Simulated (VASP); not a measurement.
Input of a VASP 6.6.1 run:

INCAR

```
SYSTEM = CaSe
PREC = Accurate
ENCUT = 520
EDIFF = 1E-6
ISMEAR = 0
SIGMA = 0.01
LREAL = .FALSE.
LASPH = .TRUE.
NELM = 100
ALGO = Normal
ISIF = 2
LWAVE = .FALSE.
LCHARG = .TRUE.
GGA = PE
LELF = .TRUE.
LVHAR = .TRUE.
NBANDS = 15
```

File KPOINTS:

```
Automatic mesh
0
G
  5 5 5
  0 0 0
```

POSCAR

```
CaSe
1.0
    0.0000000000      3.2670000000      3.3000000000
    3.2670000000      0.0000000000      3.3000000000
    3.2670000000      3.2670000000      0.0000000000
Ca Se
1 1
Direct
    0.0000000000      0.0000000000      0.0000000000
    0.7500000000      0.7500000000      0.7500000000
```

Potentials or basis: VASP PAW PBE potentials, release 64 (Ca_sv, Se).

Launch:

```sh
$ cat potpaw_PBE.64/Ca_sv/POTCAR potpaw_PBE.64/Se/POTCAR > POTCAR
$ mpirun -np 1 vasp_std > vasp.out
```

Estimate the pressure.

0.6 GPa.

Predict the band gap on the k mesh.

3.20 eV, indirect (least direct gap 3.30 eV).

A k mesh can miss the band edges. A hybrid or GW would open this gap; PBE tends to underestimate it.
